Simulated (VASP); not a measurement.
A run of VASP 6.6.1 is set up as follows.

Contents of INCAR:

```
ALGO = Normal ; EDIFF = 1E-6
ENCUT = 520 ; GGA = PS
ISIF = 2 ; ISMEAR = -1
ISPIN = 2 ; LASPH = True
LCHARG = False ; LMAXMIX = 4
LORBIT = 11 ; LREAL = False
LWAVE = False ; MAGMOM = 2
NBANDS = 16 ; NELM = 150
PREC = Accurate ; SIGMA = 0.05
```

KPOINTS

```
k-points
0
Gamma
  12 12 12
```

The input POSCAR:

```
V
1.0
   -1.4355802666      1.4355802666      1.4355802666
    1.4355802666     -1.4355802666      1.4355802666
    1.4355802666      1.4355802666     -1.4355802666
V
1
Direct
    0.0000000000      0.0000000000      0.0000000000
```

Potentials or basis: VASP PAW PBE potentials, release 64 (V_sv).

Command:

```sh
$ cat potpaw_PBE.64/V_sv/POTCAR > POTCAR
$ mpirun -np 1 vasp_std > vasp.out
```

Predict the net moment.

0.00 μB per cell.

What does it give for the pressure?

20.4 GPa.

Caveat: the PAW data sets were made with another functional, which shifts forces and pressure a little.
